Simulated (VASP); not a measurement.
# NiPt (P4/mmm) in VASP: single point with LDA

Aim: the single point of NiPt with LDA.

Program: VASP 6.6.1. These are calculated values, not measurements. Logs are shortened: lines on timing, memory, paths and dates and some standing lists are left out, and cuts for length are marked.

**1. The cell of the first run**

It takes space group P4/mmm (No. 123, tetragonal). The conventional cell has a = 2.664 Å, b = 2.664 Å, c = 3.510 Å, α = 90.00°, β = 90.00°, γ = 90.00°. Within 3.6 Å of Ni (site symmetry 4/mmm) lie 8 Pt at 2.57 Å and 6 Ni at 2.66 to 3.51 Å. Pt (site symmetry 4/mmm) has 8 Ni at 2.57 Å and 6 Pt at 2.66 to 3.51 Å within 3.6 Å.

**2. Single point, LDA, collinear spin, ferromagnetic start**

File INCAR:

```
SYSTEM = NiPt
ALGO = Normal ; EDIFF = 1E-6
ENCUT = 600 ; GGA = CA
GGA_COMPAT = .False. ; ISIF = 2
ISMEAR = 0 ; ISPIN = 2
LASPH = .True. ; LCHARG = .True.
LELF = .True. ; LMAXMIX = 4
LORBIT = 11 ; LREAL = .False.
LVHAR = .True. ; LWAVE = .False.
MAGMOM = 0.84 0.39 ; NBANDS = 21
NELM = 200 ; PREC = Accurate
SIGMA = 0.1
```

File KPOINTS:

```
k-points
0
Gamma
  16 16 12
  0 0 0
```

File POSCAR:

```
NiPt
1.0
    2.6637797591      0.0000000000      0.0000000000
    0.0000000000      2.6637797591      0.0000000000
    0.0000000000      0.0000000000      3.5099684966
Ni Pt
1 1
Direct
    0.5000000000      0.5000000000      0.5000000000
    0.0000000000      0.0000000000      0.0000000000
```

Potentials or basis: VASP PAW LDA potentials, release 64 (Ni, Pt).

On the command line:

```console
$ cat potpaw_LDA.64/Ni/POTCAR potpaw_LDA.64/Pt/POTCAR > POTCAR
$ mpirun -np 1 vasp_std > vasp.out
```

OUTCAR:

```text
SYSTEM = NiPt
   EDIFF = 1E-6
   ENCUT = 600
   GGA = CA
   ISIF = 2
   ISMEAR = 0
   ISPIN = 2
   LASPH = .True.
   LORBIT = 11
   LREAL = .False.
   NELM = 200
   PREC = Accurate

 ion  position               nearest neighbor table
   1  0.500  0.500  0.500-   2 2.57   2 2.57   2 2.57   2 2.57   2 2.57   2 2.57   2 2.57   2 2.57

   2  0.000  0.000  0.000-   1 2.57   1 2.57   1 2.57   1 2.57   1 2.57   1 2.57   1 2.57   1 2.57

  LATTYP: Found a simple tetragonal cell.
 ALAT       =     2.6637797591
 C/A-ratio  =     1.3176646773

  Lattice vectors:

 A1 = (   2.6637797591,   0.0000000000,   0.0000000000)
 A2 = (   0.0000000000,   2.6637797591,   0.0000000000)
 A3 = (   0.0000000000,   0.0000000000,   3.5099684966)

Analysis of symmetry for initial positions (statically):
=====================================================================
 Subroutine PRICEL returns:
 Original cell was already a primitive cell.

 Routine SETGRP: Setting up the symmetry group for a
 simple tetragonal supercell.

 Subroutine GETGRP returns: Found 16 space group operations
 (whereof 16 operations were pure point group operations)
 out of a pool of 16 trial point group operations.

The static configuration has the point symmetry D_4h.

Analysis of symmetry for dynamics (positions and initial velocities):
=====================================================================
 Subroutine PRICEL returns:
 Original cell was already a primitive cell.

 Routine SETGRP: Setting up the symmetry group for a
 simple tetragonal supercell.

 Subroutine GETGRP returns: Found 16 space group operations
 (whereof 16 operations were pure point group operations)
 out of a pool of 16 trial point group operations.

The dynamic configuration has the point symmetry D_4h.

Analysis of structural, dynamic, and magnetic symmetry:
=====================================================================
 Subroutine PRICEL returns:
 Original cell was already a primitive cell.

 Routine SETGRP: Setting up the symmetry group for a
 simple tetragonal supercell.

 Subroutine GETGRP returns: Found 16 space group operations
 (whereof 16 operations were pure point group operations)
 out of a pool of 16 trial point group operations.

The overall configuration has the point symmetry D_4h.

 Subroutine INISYM returns: Found 16 space group operations
 (whereof 16 operations are pure point group operations),
 and found     1 'primitive' translations

----------------------------------------------------------------------------------------

                                     Primitive cell

  volume of cell :      24.9058

  direct lattice vectors                    reciprocal lattice vectors
     2.663779759  0.000000000  0.000000000     0.375406411  0.000000000  0.000000000
     0.000000000  2.663779759  0.000000000     0.000000000  0.375406411  0.000000000
     0.000000000  0.000000000  3.509968497     0.000000000  0.000000000  0.284902842

  length of vectors
     2.663779759  2.663779759  3.509968497     0.375406411  0.375406411  0.284902842

  position of ions in fractional coordinates (direct lattice)
     0.500000000  0.500000000  0.500000000
     0.000000000  0.000000000  0.000000000

  ion indices of the primitive-cell ions
   primitive index   ion index
                 1           1
                 2           2

----------------------------------------------------------------------------------------

 KPOINTS: k-points

Automatic generation of k-mesh.
 Grid dimensions read from file:
 generate k-points for:   16   16   12

 Generating k-lattice:

  Cartesian coordinates                     Fractional coordinates (reciprocal lattice)
     0.023462901  0.000000000  0.000000000     0.062500000  0.000000000  0.000000000
     0.000000000  0.023462901  0.000000000     0.000000000  0.062500000  0.000000000
     0.000000000  0.000000000  0.023741903     0.000000000  0.000000000  0.083333333

  Length of vectors
     0.023462901  0.023462901  0.023741903

  Shift w.r.t. Gamma in fractional coordinates (k-lattice)
     0.000000000  0.000000000  0.000000000

 Subroutine IBZKPT returns following result:
 ===========================================

 Found    315 irreducible k-points:

 Following reciprocal coordinates:
            Coordinates               Weight
  0.000000  0.000000  0.000000      1.000000
  0.062500  0.000000  0.000000      4.000000
  0.125000  0.000000  0.000000      4.000000
  0.187500  0.000000  0.000000      4.000000
  0.250000  0.000000  0.000000      4.000000
  0.312500  0.000000  0.000000      4.000000
[... 16 lines left out ...]
  0.437500  0.125000  0.000000      8.000000
  0.500000  0.125000  0.000000      4.000000
 [... further k-points ...]
   k-points           NKPTS =    315   k-points in BZ     NKDIM =    315   number of bands    NBANDS=     21
   number of dos      NEDOS =    301   number of ions     NIONS =      2
   total plane-waves  NPLWV =  16128
   dimension x,y,z NGX =    24 NGY =   24 NGZ =   28
   dimension x,y,z NGXF=    48 NGYF=   48 NGZF=   56
   ions per type =               1   1
   NGX,Y,Z   is equivalent  to a cutoff of  14.98, 14.98, 13.26 a.u.
   NGXF,Y,Z  is equivalent  to a cutoff of  29.96, 29.96, 26.52 a.u.
 SYSTEM =  NiPt
   PREC   = accura    normal or accurate (medium, high low for compatibility)
   ISTART =      0    job   : 0-new  1-cont  2-samecut
   ICHARG =      2    charge: 1-file 2-atom 10-const
   ISPIN  =      2    spin polarized calculation?
   LNONCOLLINEAR =      F non collinear calculations
   LSORBIT =      F    spin-orbit coupling
   LASPH  =      T    aspherical Exc in radial PAW
   ENCUT  =  600.0 eV  44.10 Ry    6.64 a.u.   5.32  5.32  7.01*2*pi/ulx,y,z
   NELM   =    200;   NELMIN=  2; NELMDL= -5     # of ELM steps
   EDIFF  = 0.1E-05   stopping-criterion for ELM
   LREAL  =      F    real-space projection
   EDIFFG = 0.1E-04   stopping-criterion for IOM
   NSW    =      0    number of steps for IOM
   IBRION =     -1    ionic relax: 0-MD 1-quasi-New 2-CG
   NFREE  =      0    steps in history (QN), initial steepest desc. (CG)
   ISIF   =      2    stress and relaxation
   ISYM   =      2    0-nonsym 1-usesym 2-fastsym
   POTIM  = 0.5000    time-step for ionic-motion
   TEBEG  =    0.0;   TEEND  =   0.0 temperature during run
   PSTRESS=    0.0 pullay stress
   NELECT =      20.0000    total number of electrons
   NUPDOWN=      -1.0000    fix difference up-down
   EMIN   =  10.00;   EMAX   =-10.00  energy-range for DOS
   EFERMI =   0.00;   METHOD = LEGACY
   ISMEAR =     0;   SIGMA  =   0.10  broadening in eV -4-tet -1-fermi 0-gaus
   EFERMI_NEDOS =   21; number of points for ismear=-14 and -15
   IALGO  =     38    algorithm
   IMIX   =      4    mixing-type and parameters
     AMIX     =   0.40;   BMIX     =  1.00
     AMIX_MAG =   1.60;   BMIX_MAG =  1.00
  volume/ion in A,a.u.               =      12.45        84.04
  Fermi-wavevector in a.u.,A,eV,Ry     =   1.521662  2.875524 31.503684  2.315455
  Thomas-Fermi vector in A             =   2.630347
   LORBIT       =     11    0 simple, 1 ext, 2 COOP (PROOUT), +10 PAW based schemes
   GGA     = CA    functional components
   LHFCALC =     F    Hartree Fock is set to
   AEXX    =    0.0000 exact exchange contribution
   IVDW    =     0    specifies the selected vdW correction
   LEPSILON=     F    determine dielectric tensor
   LRPA    =     F    only Hartree local field effects (RPA)
 spin polarized calculation
 Gauss-broadening in eV      SIGMA  =   0.10
  energy-cutoff  :      600.00
  volume of cell :       24.91
 maximum number of plane-waves:       846
 NGX is ok and might be reduce to    24
   NGX = 11   NGY = 11   NGZ = 15

 number of electron      19.9999991 magnetization       0.2354988

 Free energy of the ion-electron system (eV)
  ---------------------------------------------------
  ext. energy  EPLUGINS =         0.00000000
  ---------------------------------------------------
  free energy    TOTEN  =       -14.25258594 eV

  energy without entropy =      -14.23389463  energy(sigma->0) =      -14.24324028

 E-fermi :  10.9602     XC(G=0): -13.8927

 val. band max:       10.9590861719   @ k =   0.3125   0.1250   0.0000
 cond. band min:      10.9612154767   @ k =   0.5000   0.4375   0.0833
 fundamental gap:      0.0021293048
 Fermi energy:        10.9601629382

 spin component 1

 k-point     1 :       0.0000    0.0000    0.0000
  band No.  band energies     occupation
      1       0.8279      1.00000
      2       4.4483      1.00000
      3       4.5372      1.00000
      4       7.8499      1.00000
      5       7.8499      1.00000
      6       8.9256      1.00000
[... 13 lines left out ...]
     20      33.4720      0.00000
     21      35.6750      0.00000

 k-point     2 :       0.0625    0.0000    0.0000
  band No.  band energies     occupation
      1       0.9365      1.00000
      2       4.5105      1.00000
      3       4.6103      1.00000
      4       7.7899      1.00000
      5       7.8822      1.00000
      6       8.9488      1.00000
[... 13 lines left out ...]
     20      33.6748      0.00000
     21      35.5035      0.00000

 k-point     3 :       0.1250    0.0000    0.0000
  band No.  band energies     occupation
      1       1.2522      1.00000
      2       4.6464      1.00000
      3       4.8707      1.00000
      4       7.6116      1.00000
      5       7.9780      1.00000
      6       9.0063      1.00000
[... 13 lines left out ...]
     20      34.2687      0.00000
     21      35.0177      0.00000
[... 457 lines left out ...]
 k-point    23 :       0.4375    0.1250    0.0000
  band No.  band energies     occupation
      1       4.6694      1.00000
      2       5.9705      1.00000
      3       6.1898      1.00000
      4       6.2226      1.00000
      5       7.5862      1.00000
      6       8.1490      1.00000
[... 13 lines left out ...]
     20      35.4261      0.00000
     21      36.9938      0.00000

 k-point    24 :       0.5000    0.1250    0.0000
  band No.  band energies     occupation
      1       4.9239      1.00000
      2       5.9010      1.00000
      3       6.0629      1.00000
      4       6.3123      1.00000
      5       7.5596      1.00000
      6       8.1217      1.00000
[... 13 lines left out ...]
     20      35.9325      0.00000
     21      36.9451      0.00000

 [... further k-points ...]

 spin component 2

 k-point     1 :       0.0000    0.0000    0.0000
  band No.  band energies     occupation
      1       0.8429      1.00000
      2       4.4901      1.00000
      3       4.5770      1.00000
      4       7.9474      1.00000
      5       7.9474      1.00000
      6       9.0358      1.00000
[... 13 lines left out ...]
     20      33.4844      0.00000
     21      35.6902      0.00000

 k-point     2 :       0.0625    0.0000    0.0000
  band No.  band energies     occupation
      1       0.9515      1.00000
      2       4.5522      1.00000
      3       4.6505      1.00000
      4       7.8841      1.00000
      5       7.9799      1.00000
      6       9.0590      1.00000
[... 13 lines left out ...]
     20      33.6874      0.00000
     21      35.5201      0.00000

 k-point     3 :       0.1250    0.0000    0.0000
  band No.  band energies     occupation
      1       1.2673      1.00000
      2       4.6876      1.00000
      3       4.9120      1.00000
      4       7.6964      1.00000
      5       8.0762      1.00000
      6       9.1163      1.00000
[... 13 lines left out ...]
     20      34.2818      0.00000
     21      35.0378      0.00000
[... 457 lines left out ...]
 k-point    23 :       0.4375    0.1250    0.0000
  band No.  band energies     occupation
      1       4.6930      1.00000
      2       6.0212      1.00000
      3       6.2272      1.00000
      4       6.2649      1.00000
      5       7.6880      1.00000
      6       8.2227      1.00000
[... 13 lines left out ...]
     20      35.4557      0.00000
     21      37.0090      0.00000

 k-point    24 :       0.5000    0.1250    0.0000
  band No.  band energies     occupation
      1       4.9493      1.00000
      2       5.9508      1.00000
      3       6.0989      1.00000
      4       6.3542      1.00000
      5       7.6633      1.00000
      6       8.1971      1.00000
[... 13 lines left out ...]
     20      35.9681      0.00000
     21      36.9584      0.00000

 [... further k-points ...]

------------------------ aborting loop because EDIFF is reached ----------------------------------------

  FORCE on cell =-STRESS in cart. coord.  units (eV):
  Direction    XX          YY          ZZ          XY          YZ          ZX
  --------------------------------------------------------------------------------------
  -------------------------------------------------------------------------------------
  Total        0.0497887      0.0497887     -0.0099981      0.0000000      0.0000000     -0.0000000
  in kB        3.2028857      3.2028857     -0.6431724      0.0000000      0.0000000     -0.0000000
  external PRESSURE =       1.9208664 kB  Pullay stress =       0.0000000 kB

 VOLUME and BASIS-vectors are now :
 -----------------------------------------------------------------------------
  energy-cutoff  :      600.00
  volume of cell :       24.91
      direct lattice vectors                 reciprocal lattice vectors
     2.663779759  0.000000000  0.000000000     0.375406411  0.000000000  0.000000000
     0.000000000  2.663779759  0.000000000     0.000000000  0.375406411  0.000000000
     0.000000000  0.000000000  3.509968497     0.000000000  0.000000000  0.284902842

 POSITION                                       TOTAL-FORCE (eV/Angst)
 -----------------------------------------------------------------------------------
      1.33189      1.33189      1.75498         0.000000      0.000000      0.000000
      0.00000      0.00000      0.00000         0.000000      0.000000      0.000000
 -----------------------------------------------------------------------------------
    total drift:                                0.000000      0.000000     -0.000000

  FREE ENERGIE OF THE ION-ELECTRON SYSTEM (eV)
  ---------------------------------------------------
  free  energy   TOTEN  =       -14.2525859384 eV

  energy  without entropy=      -14.2338946256  energy(sigma->0) =      -14.24324028

 total charge

# of ion       s       p       d       tot
------------------------------------------
    1        0.462   0.514   8.381   9.357
    2        0.730   0.702   8.072   9.504
--------------------------------------------------
tot          1.191   1.216  16.453  18.861

 magnetization (x)

# of ion       s       p       d       tot
------------------------------------------
    1       -0.001  -0.001   0.158   0.156
    2       -0.001  -0.004   0.083   0.078
--------------------------------------------------
tot         -0.002  -0.005   0.241   0.234
```

Wall time 11 min (1 thread of Intel Xeon 8259CL, shared host); peak memory 0.4 GiB.

What came out:

```yaml
Free_energy: -14.2526 eV
Pressure: 0.2 GPa
Net_moment: 0.24 μB per cell
Site_moments: Ni +0.16; Pt +0.08 μB
Valence_electrons_inside_the_program's_atomic_spheres: Ni 9.36; Pt 9.50
```

Caveat: spin-orbit coupling is left out, which moves the levels of the heavy elements.
